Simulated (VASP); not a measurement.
Write the native input for VASP 6.6.1 that does the following.

```yaml
Task: single point
Functional: PBE
Potentials_or_basis: VASP PAW PBE potentials, release 64 (H)
Cutoff: 520 eV
k_mesh: 1 × 1 × 1
Occupations: fermi-dirac, width 0.05 eV
Spin: no spin polarisation
Dipole_correction: no
Further_INCAR_settings: LREAL = Auto; ALGO = Normal; EDIFF = 1e-06; NBANDS = 30
```

The structure of H lies in POSCAR:

```
H
1.0
    7.1137870000      0.0000000000      0.0000000000
    0.0000000000      7.1137870000      0.0000000000
    0.0000000000      0.0000000000      7.1137870000
H
24
Direct
    0.6031948946      0.9186527513      0.5204119831
    0.7018343394      0.9096701939      0.4878835984
    0.8434747906      0.3761990625      0.6521421010
    0.8797705076      0.4532606894      0.7128411351
    0.1541232539      0.5453635314     -0.1343588162
    0.1714417370      0.5165040786     -0.0309539771
    0.4421836077      0.4695951678      0.8256924195
    0.5456727900      0.4590803745      0.8372615036
    0.8775916400      0.8042692310      0.8255518474
    0.8311606743      0.7103951805      0.8161194593
    0.5677847819      0.3282077465      0.2946110138
    0.4679645314      0.3196328482      0.2748746905
    0.1390398672      1.0290299667     -0.0346088518
    0.2102115231      0.9528680012     -0.0260339535
    0.2061630465      0.5359733149      0.5594629134
    0.2391131475      0.6280620997      0.5216911892
    0.5376882946      0.9012077533      0.0068318042
    0.6050504464      0.8616507635      0.0868032737
    0.3191267886      0.2106191822      0.5305050601
    0.2935988947      0.1063146816      0.5490043489
    0.7391562328      0.4765253725      0.2175493868
    0.7691121480      0.5776388863      0.1919371497
    0.0495938380      0.3548602172      0.1902362272
    0.1103209866      0.3762131197      0.2730191388
```

One way to write it, as run:

INCAR

```
SYSTEM = H
  PREC = Accurate
  ENCUT = 520
  EDIFF = 1E-6
  ISMEAR = -1
  SIGMA = 0.05
  LREAL = Auto
  LASPH = .True.
  NELM = 100
  ALGO = Normal
  ISIF = 2
  LWAVE = .False.
  LCHARG = .False.
  GGA = PE
  NBANDS = 30
```

KPOINTS

```
Automatic mesh
0
Gamma
  1 1 1
  0 0 0
```

Potentials or basis: VASP PAW PBE potentials, release 64 (H).

The run is started by

```bash
$ cat potpaw_PBE.64/H/POTCAR > POTCAR
$ mpirun -np 1 vasp_gam > vasp.out
```

It gave:

```
Pressure               : 0.2 GPa
Largest force          : 1.409 eV/Å
Band gap on the k mesh : 8.56 eV
```

Caveat: the k points lie up to 0.88 Å⁻¹ apart.

Run time: 20 s on 1 thread of Intel(R) Xeon(R) 6975P-C (Granite Rapids) (shared host), peak memory 0.37 GiB.
